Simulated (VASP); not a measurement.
Set up this calculation in VASP 6.6.1, as the native input.

```yaml
Task: single point
Functional: PBE
Dispersion: D3(BJ)
Potentials_or_basis: VASP PAW PBE potentials, release 64 (O, H, Mg, Cl)
Cutoff: 520 eV
k_mesh: 1 × 1 × 1
Occupations: fermi-dirac, width 0.02 eV
Spin: no spin polarisation
Dipole_correction: no
Further_INCAR_settings: LREAL = Auto; ALGO = Normal; EDIFF = 1e-06; NBANDS = 59
```

The structure of MgH16Cl2O8 lies in POSCAR:

```
MgH16Cl2O8
1.0
    6.9561890000      0.0000000000      0.0000000000
    0.0000000000      6.9561890000      0.0000000000
    0.0000000000      0.0000000000      6.9561890000
O H Mg Cl
8 16 1 2
Direct
    0.7950905302     -0.0155688697      0.5268114481
    0.3276506719      1.0296154978      0.7473919987
    1.0845306245      0.2748775227      0.9106998099
    0.9768135972      0.7859188415      0.8220161931
    0.7161248781      0.4929567037      0.8773482147
    0.3563876715      0.5784201666      0.7437549497
    0.2652026850      0.7111508902      0.3098104436
    1.0214501072      0.9453883441      0.1561055917
    0.8100699967     -0.0704408693      0.3985371875
    0.6917868390      0.0776574645      0.5157709200
    0.3017169315      0.8907463555      0.7383209398
    0.3489123139      1.0778171783      0.6091841380
    0.9689644718      0.3146262990      0.8370244109
    1.1636975361      0.1824418514      0.8370962894
    0.8908469853      0.6708127108      0.8342499032
    0.9014849942      0.8677308797      0.7296236488
    0.7173755630      0.5141033402      1.0116458883
    0.5854930049      0.5186604332      0.8378150737
    0.3433057957      0.4715656806      0.6567676640
    0.2360487905      0.5678684119      0.8222749554
    0.1837212876      0.6028732112      0.3458359168
    0.3960789450      0.6737165997      0.3413794536
    1.1160421317      0.8554252911      0.2153621760
    0.9844614630      0.8848666993      0.0292545243
    0.0857222252      0.2162534687      0.1864670440
    0.3789287496      0.2368538290      0.3502636285
    0.8924426866      0.4648809858      0.3130305976
```

These files were run (other wordings do the same):

INCAR

```
SYSTEM = MgH16Cl2O8
  PREC = Accurate
  ENCUT = 520
  EDIFF = 1E-6
  ISMEAR = -1
  SIGMA = 0.02
  LREAL = Auto
  LASPH = .True.
  NELM = 80
  ALGO = Normal
  ISIF = 2
  LWAVE = .False.
  LCHARG = .False.
  GGA = PE
  IVDW = 12
  NBANDS = 59
```

KPOINTS

```
Automatic mesh
0
Gamma
  1 1 1
  0 0 0
```

Potentials or basis: VASP PAW PBE potentials, release 64 (O, H, Mg, Cl).

Command:

```console
$ cat potpaw_PBE.64/O/POTCAR potpaw_PBE.64/H/POTCAR potpaw_PBE.64/Mg/POTCAR potpaw_PBE.64/Cl/POTCAR > POTCAR
$ mpirun -np 1 vasp_gam > vasp.out
```

It gave:

```yaml
Pressure: 0.0 GPa
Largest_force: 1.819 eV/Å
Dispersion_energy_per_atom: -0.046 eV
```

Caveat: the k points lie up to 0.90 Å⁻¹ apart; the atoms stand as in a frame of molecular dynamics.

It took 49 s on 1 thread of Intel(R) Xeon(R) Platinum 8259CL CPU @ 2.50GHz (Skylake/Cascade Lake), with other jobs on the host, peak memory 0.37 GiB.
